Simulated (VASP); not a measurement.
# InSe (R3m) in VASP: further runs

The runs below take InSe through single point, with PBEsol.

All numbers are computed with VASP 6.6.1; they aren't measurements. Logs are shortened: lines on timing, memory, paths and dates and some standing lists are left out, and cuts for length are marked.

## 1. The cell of the first run

Symmetry: R3m, No. 160, trigonal system. Conventional cell: a = 3.619 Å, b = 3.619 Å, c = 22.702 Å, α = 90.00°, β = 90.00°, γ = 120.00°. Within 3.3 Å of In (site symmetry 3m) lie 3 Se at 2.52 Å and 1 In at 2.58 Å. Within 3.3 Å of In (site symmetry 3m) lie 3 Se at 2.51 Å and 1 In at 2.58 Å. Within 3.3 Å of Se (site symmetry 3m) lie 3 In at 2.52 Å and 3 Se at 3.03 Å. Se (site symmetry 3m) has 3 In at 2.51 Å and 3 Se at 3.03 Å within 3.3 Å.

## 2. Single point, PBEsol

The input, INCAR:

```
SYSTEM = InSe
PREC = Accurate
ENCUT = 520
EDIFF = 1E-6
ISMEAR = 0
SIGMA = 0.01
LREAL = .FALSE.
LASPH = .TRUE.
NELM = 100
ALGO = Normal
ISIF = 2
LWAVE = .FALSE.
LCHARG = .FALSE.
GGA = PS
NBANDS = 27
```

The input, KPOINTS:

```
regular mesh
0
G
  6 6 6
  0 0 0
```

The input, POSCAR:

```
InSe
1.0
    1.8094726313      1.0446995108      7.5674400786
   -1.8094726313      1.0446995108      7.5674400786
    0.0000000000     -2.0893990216      7.5674400786
In Se
2 2
Direct
   -0.0009217778     -0.0009217778     -0.0009217778
    0.1126189422      0.1126189422      0.1126189422
    0.6037444198      0.6037444198      0.6037444198
    0.8405584158      0.8405584158      0.8405584158
```

Potentials or basis: VASP PAW PBE potentials, release 64 (In_d, Se).

The run is started by

```console
cat potpaw_PBE.64/In_d/POTCAR potpaw_PBE.64/Se/POTCAR > POTCAR
mpirun -np 1 vasp_std > vasp.out
```

OUTCAR:

```text
SYSTEM = InSe
   PREC = Accurate
   ENCUT = 520
   EDIFF = 1E-6
   ISMEAR = 0
   LREAL = .FALSE.
   LASPH = .TRUE.
   NELM = 100
   ISIF = 2
   GGA = PS

 ion  position               nearest neighbor table
   1  0.999  0.999  0.999-   3 2.52   3 2.52   3 2.52   2 2.58
   2  0.113  0.113  0.113-   4 2.51   4 2.51   4 2.51   1 2.58
   3  0.604  0.604  0.604-   1 2.52   1 2.52   1 2.52
   4  0.841  0.841  0.841-   2 2.51   2 2.51   2 2.51

  LATTYP: Found a trigonal (rhomboedric) cell.
 ALAT       =     7.8505883610
 COS(alpha) =     0.8937498331

  Lattice vectors:

 A1 = (   1.8094726313,   1.0446995108,   7.5674400786)
 A2 = (  -1.8094726313,   1.0446995108,   7.5674400786)
 A3 = (   0.0000000000,  -2.0893990216,   7.5674400786)

Analysis of symmetry for initial positions (statically):
=====================================================================
 Subroutine PRICEL returns:
 Original cell was already a primitive cell.

 Routine SETGRP: Setting up the symmetry group for a
 trigonal (rhombohedral) supercell.

 Subroutine GETGRP returns: Found  6 space group operations
 (whereof  6 operations were pure point group operations)
 out of a pool of 12 trial point group operations.

The static configuration has the point symmetry C_3v.

Analysis of symmetry for dynamics (positions and initial velocities):
=====================================================================
 Subroutine PRICEL returns:
 Original cell was already a primitive cell.

 Routine SETGRP: Setting up the symmetry group for a
 trigonal (rhombohedral) supercell.

 Subroutine GETGRP returns: Found  6 space group operations
 (whereof  6 operations were pure point group operations)
 out of a pool of 12 trial point group operations.

The dynamic configuration has the point symmetry C_3v.

 Subroutine INISYM returns: Found  6 space group operations
 (whereof  6 operations are pure point group operations),
 and found     1 'primitive' translations

----------------------------------------------------------------------------------------

                                     Primitive cell

  volume of cell :      85.8309

  direct lattice vectors                    reciprocal lattice vectors
     1.809472631  1.044699511  7.567440079     0.276323605  0.159535508  0.044048361
    -1.809472631  1.044699511  7.567440079    -0.276323605  0.159535508  0.044048361
     0.000000000 -2.089399022  7.567440079     0.000000000 -0.319071015  0.044048361

  length of vectors
     7.850588361  7.850588361  7.850588361     0.322097145  0.322097145  0.322097145

  position of ions in fractional coordinates (direct lattice)
     0.999078222  0.999078222  0.999078222
     0.112618942  0.112618942  0.112618942
     0.603744420  0.603744420  0.603744420
     0.840558416  0.840558416  0.840558416

  ion indices of the primitive-cell ions
   primitive index   ion index
                 1           1
                 2           2
                 3           3
                 4           4

----------------------------------------------------------------------------------------

 KPOINTS: regular mesh

Automatic generation of k-mesh.
 Grid dimensions read from file:
 generate k-points for:    6    6    6

 Generating k-lattice:

  Cartesian coordinates                     Fractional coordinates (reciprocal lattice)
     0.046053934  0.026589251  0.007341394     0.166666667 -0.000000000 -0.000000000
    -0.046053934  0.026589251  0.007341394    -0.000000000  0.166666667 -0.000000000
     0.000000000 -0.053178503  0.007341394    -0.000000000 -0.000000000  0.166666667

  Length of vectors
     0.053682857  0.053682857  0.053682857

  Shift w.r.t. Gamma in fractional coordinates (k-lattice)
     0.000000000  0.000000000  0.000000000

 Subroutine IBZKPT returns following result:
 ===========================================

 Found     32 irreducible k-points:

 Following reciprocal coordinates:
            Coordinates               Weight
  0.000000  0.000000  0.000000      1.000000
  0.166667  0.000000  0.000000      6.000000
  0.333333 -0.000000  0.000000      6.000000
  0.500000 -0.000000  0.000000      3.000000
  0.166667  0.166667  0.000000      6.000000
  0.333333  0.166667  0.000000     12.000000
[... 16 lines left out ...]
  0.500000  0.500000  0.166667      6.000000
 -0.333333  0.500000  0.166667     12.000000
 [... further k-points ...]
   k-points           NKPTS =     32   k-points in BZ     NKDIM =     32   number of bands    NBANDS=     27
   number of dos      NEDOS =    301   number of ions     NIONS =      4
   total plane-waves  NPLWV = 216000
   dimension x,y,z NGX =    60 NGY =   60 NGZ =   60
   dimension x,y,z NGXF=   120 NGYF=  120 NGZF=  120
   ions per type =               2   2
   NGX,Y,Z   is equivalent  to a cutoff of  12.71, 12.71, 12.71 a.u.
   NGXF,Y,Z  is equivalent  to a cutoff of  25.41, 25.41, 25.41 a.u.
 SYSTEM =  InSe
   PREC   = accura    normal or accurate (medium, high low for compatibility)
   ISTART =      0    job   : 0-new  1-cont  2-samecut
   ICHARG =      2    charge: 1-file 2-atom 10-const
   ISPIN  =      1    spin polarized calculation?
   LNONCOLLINEAR =      F non collinear calculations
   LSORBIT =      F    spin-orbit coupling
   LASPH  =      T    aspherical Exc in radial PAW
   ENCUT  =  520.0 eV  38.22 Ry    6.18 a.u.  14.60 14.60 14.60*2*pi/ulx,y,z
   NELM   =    100;   NELMIN=  2; NELMDL= -5     # of ELM steps
   EDIFF  = 0.1E-05   stopping-criterion for ELM
   LREAL  =      F    real-space projection
   EDIFFG = 0.1E-04   stopping-criterion for IOM
   NSW    =      0    number of steps for IOM
   IBRION =     -1    ionic relax: 0-MD 1-quasi-New 2-CG
   NFREE  =      0    steps in history (QN), initial steepest desc. (CG)
   ISIF   =      2    stress and relaxation
   ISYM   =      2    0-nonsym 1-usesym 2-fastsym
   POTIM  = 0.5000    time-step for ionic-motion
   TEBEG  =    0.0;   TEEND  =   0.0 temperature during run
   PSTRESS=    0.0 pullay stress
   NELECT =      38.0000    total number of electrons
   NUPDOWN=      -1.0000    fix difference up-down
   EMIN   =  10.00;   EMAX   =-10.00  energy-range for DOS
   EFERMI =   0.00;   METHOD = LEGACY
   ISMEAR =     0;   SIGMA  =   0.01  broadening in eV -4-tet -1-fermi 0-gaus
   EFERMI_NEDOS =   21; number of points for ismear=-14 and -15
   IALGO  =     38    algorithm
   IMIX   =      4    mixing-type and parameters
     AMIX     =   0.40;   BMIX     =  1.00
     AMIX_MAG =   1.60;   BMIX_MAG =  1.00
  volume/ion in A,a.u.               =      21.46       144.80
  Fermi-wavevector in a.u.,A,eV,Ry     =   1.247732  2.357872 21.182044  1.556836
  Thomas-Fermi vector in A             =   2.381851
   LORBIT       =      0    0 simple, 1 ext, 2 COOP (PROOUT), +10 PAW based schemes
   GGA     = PS    functional components
   LHFCALC =     F    Hartree Fock is set to
   AEXX    =    0.0000 exact exchange contribution
   IVDW    =     0    specifies the selected vdW correction
   LEPSILON=     F    determine dielectric tensor
   LRPA    =     F    only Hartree local field effects (RPA)
 non-spin polarized calculation
 Gauss-broadening in eV      SIGMA  =   0.01
  energy-cutoff  :      520.00
  volume of cell :       85.83
 maximum number of plane-waves:      2332
 NGX is ok and might be reduce to    60
   NGX = 29   NGY = 29   NGZ = 29

 number of electron      37.9999999 magnetization

 Free energy of the ion-electron system (eV)
  ---------------------------------------------------
  ext. energy  EPLUGINS =         0.00000000
  ---------------------------------------------------
  free energy    TOTEN  =       -14.20114169 eV

  energy without entropy =      -14.20114169  energy(sigma->0) =      -14.20114169

 E-fermi :   7.4614     XC(G=0): -10.6556

 val. band max:        7.4175015351   @ k =   0.5000   0.5000   0.3333
 cond. band min:       7.9041320038   @ k =   0.5000  -0.0000   0.0000
 fundamental gap:      0.4866304687
 Fermi energy:         7.4614257209

 k-point     1 :       0.0000    0.0000    0.0000
  band No.  band energies     occupation
      1      -8.0623      2.00000
      2      -7.9860      2.00000
      3      -7.6420      2.00000
      4      -7.6420      2.00000
      5      -7.4845      2.00000
      6      -7.4845      2.00000
[... 19 lines left out ...]
     26      13.6324      0.00000
     27      16.7164      0.00000

 k-point     2 :       0.1667    0.0000    0.0000
  band No.  band energies     occupation
      1      -8.1667      2.00000
      2      -7.9723      2.00000
      3      -7.6936      2.00000
      4      -7.6416      2.00000
      5      -7.5081      2.00000
      6      -7.4453      2.00000
[... 19 lines left out ...]
     26      14.3415      0.00000
     27      15.1165      0.00000

 k-point     3 :       0.3333   -0.0000    0.0000
  band No.  band energies     occupation
      1      -8.2719      2.00000
      2      -7.9560      2.00000
      3      -7.9236      2.00000
      4      -7.6521      2.00000
      5      -7.5493      2.00000
      6      -7.3563      2.00000
[... 19 lines left out ...]
     26      14.1770      0.00000
     27      14.9994      0.00000

 k-point     4 :       0.5000   -0.0000    0.0000
  band No.  band energies     occupation
      1      -8.3084      2.00000
      2      -8.0411      2.00000
      3      -7.9164      2.00000
      4      -7.6598      2.00000
      5      -7.5698      2.00000
      6      -7.3439      2.00000
[... 19 lines left out ...]
     26      13.6377      0.00000
     27      14.1760      0.00000
[... 516 lines left out ...]
      4      -7.6949      2.00000
      5      -7.5285      2.00000
      6      -7.3544      2.00000
[... 19 lines left out ...]
     26      15.3151      0.00000
     27      16.2208      0.00000

 k-point    23 :       0.5000    0.5000    0.1667
  band No.  band energies     occupation
      1      -8.1662      2.00000
      2      -8.0814      2.00000
      3      -7.9196      2.00000
      4      -7.6558      2.00000
      5      -7.5469      2.00000
      6      -7.3557      2.00000
[... 19 lines left out ...]
     26      15.2407      0.00000
     27      15.4736      0.00000

 k-point    24 :      -0.3333    0.5000    0.1667
  band No.  band energies     occupation
      1      -8.2027      2.00000
      2      -8.1189      2.00000
      3      -7.9083      2.00000
      4      -7.6967      2.00000
      5      -7.5281      2.00000
      6      -7.3544      2.00000
[... 19 lines left out ...]
     26      15.1979      0.00000
     27      15.9405      0.00000

 [... further k-points ...]

------------------------ aborting loop because EDIFF is reached ----------------------------------------

  FORCE on cell =-STRESS in cart. coord.  units (eV):
  Direction    XX          YY          ZZ          XY          YZ          ZX
  --------------------------------------------------------------------------------------
  -------------------------------------------------------------------------------------
  Total       10.8002975     10.8002975     10.8041543      0.0000000     -0.0000000      0.0000000
  in kB      201.6056263    201.6056263    201.6776207      0.0000000     -0.0000000      0.0000000
  external PRESSURE =     201.6296244 kB  Pullay stress =       0.0000000 kB

 VOLUME and BASIS-vectors are now :
 -----------------------------------------------------------------------------
  energy-cutoff  :      520.00
  volume of cell :       85.83
      direct lattice vectors                 reciprocal lattice vectors
     1.809472631  1.044699511  7.567440079     0.276323605  0.159535508  0.044048361
    -1.809472631  1.044699511  7.567440079    -0.276323605  0.159535508  0.044048361
     0.000000000 -2.089399022  7.567440079     0.000000000 -0.319071015  0.044048361

 POSITION                                       TOTAL-FORCE (eV/Angst)
 -----------------------------------------------------------------------------------
      0.00000      0.00000     22.68139         0.000000     -0.000000      0.027093
      0.00000      0.00000      2.55671         0.000000      0.000000     -0.026071
      0.00000      0.00000     13.70640         0.000000      0.000000     -0.028223
      0.00000      0.00000     19.08263         0.000000     -0.000000      0.027202
 -----------------------------------------------------------------------------------
    total drift:                               -0.000000     -0.000000      0.000259

  FREE ENERGIE OF THE ION-ELECTRON SYSTEM (eV)
  ---------------------------------------------------
  free  energy   TOTEN  =       -14.2011416899 eV

  energy  without entropy=      -14.2011416899  energy(sigma->0) =      -14.20114169
```

Wall time 3.2 min (1 thread of Intel Xeon Platinum 8488C (Sapphire Rapids), shared host); peak memory 0.47 GiB.

Results:

```
Free energy            : -14.2011 eV
Pressure               : 20.2 GPa
Largest force          : 0.028 eV/Å
Band gap on the k mesh : 0.49 eV, indirect (least direct gap 1.44 eV)
```

Forces in eV/Å, atoms in the order of the input:
```
In   0.000  0.000  0.027
In   0.000  0.000 -0.026
Se   0.000  0.000 -0.028
Se   0.000  0.000  0.027
```

Levels at points of the mesh, in eV from the valence-band top:
```
           k point  band 16  band 17  band 18  band 19  band 20  band 21  band 22  band 23
(0.00, 0.00, 0.00)    -1.41    -1.41    -0.62    -0.62     3.27     3.66     4.19     5.24
(0.50, 0.00, 0.00)    -3.75    -3.00    -2.01    -1.90     0.49     2.66     3.69     4.39
(0.50, 0.50, 0.00)    -3.71    -3.18    -2.02    -1.59     0.59     2.49     2.71     3.59
(0.50, 0.50, 0.50)    -1.48    -0.52    -0.52    -0.13     1.30     3.56     4.93     4.93
```

Caveat: the PAW data sets were made with another functional, which shifts forces and pressure a little; spin-orbit coupling is left out, which moves the levels of the heavy elements.

## 3. Single point, PBEsol

This run uses another cell than the first one, of 23.81 Å³/atom, 1.110 times its volume.

The input, INCAR:

```
SYSTEM = InSe
PREC = Accurate ; ENCUT = 520
EDIFF = 1E-6 ; ISMEAR = 0
SIGMA = 0.01 ; LREAL = .False.
LASPH = .True. ; NELM = 60
ALGO = Normal ; ISIF = 2
LWAVE = .False. ; LCHARG = .False.
GGA = PS ; NBANDS = 27
```

The input, KPOINTS:

```
Automatic mesh
0
Gamma
  6 6 6
  0 0 0
```

The input, POSCAR:

```
InSe
1.0
    1.8906210806      1.0915505898      7.6925170264
   -1.8906210806      1.0915505898      7.6925170264
    0.0000000000     -2.1831011797      7.6925170264
In Se
2 2
Direct
   -0.0016603067     -0.0016603067     -0.0016603067
    0.1132530018      0.1132530018      0.1132530018
    0.6066022721      0.6066022721      0.6066022721
    0.8378050328      0.8378050328      0.8378050328
```

Potentials or basis: VASP PAW PBE potentials, release 64 (In_d, Se).

The run is started by

```console
cat potpaw_PBE.64/In_d/POTCAR potpaw_PBE.64/Se/POTCAR > POTCAR
mpirun -np 1 vasp_std > vasp.out
```

It took 3.7 min on 1 thread of Intel Xeon Platinum 8488C (Sapphire Rapids), shared host; peak memory 0.48 GiB.

The run converged. Its results:

| Item | Value |
| --- | --- |
| Free energy | -15.0665 eV |
| Pressure | 10.1 GPa |
| Largest force | 0.025 eV/Å |
| Band gap on the k mesh | 0.76 eV, indirect (least direct gap 0.92 eV) |

Forces in eV/Å, atoms in the order of the input:
```
In   0.000  0.000  0.024
In   0.000  0.000 -0.024
Se   0.000  0.000 -0.025
Se   0.000  0.000  0.024
```

Levels at points of the mesh, in eV from the valence-band top:
```tsv
k point	band 17	band 18	band 19	band 20	band 21	band 22
(0.00, 0.00, 0.00)	-1.44	-0.88	-0.88	2.67	3.00	4.54
(0.50, 0.00, 0.00)	-2.80	-2.03	-1.79	0.76	2.49	3.77
(0.50, 0.50, 0.00)	-2.97	-1.76	-1.71	0.84	2.41	2.90
(0.50, 0.50, 0.50)	-0.79	-0.79	0.00	0.92	2.97	4.56
```

Caveat: the PAW data sets were made with another functional, which shifts forces and pressure a little; spin-orbit coupling is left out, which moves the levels of the heavy elements.
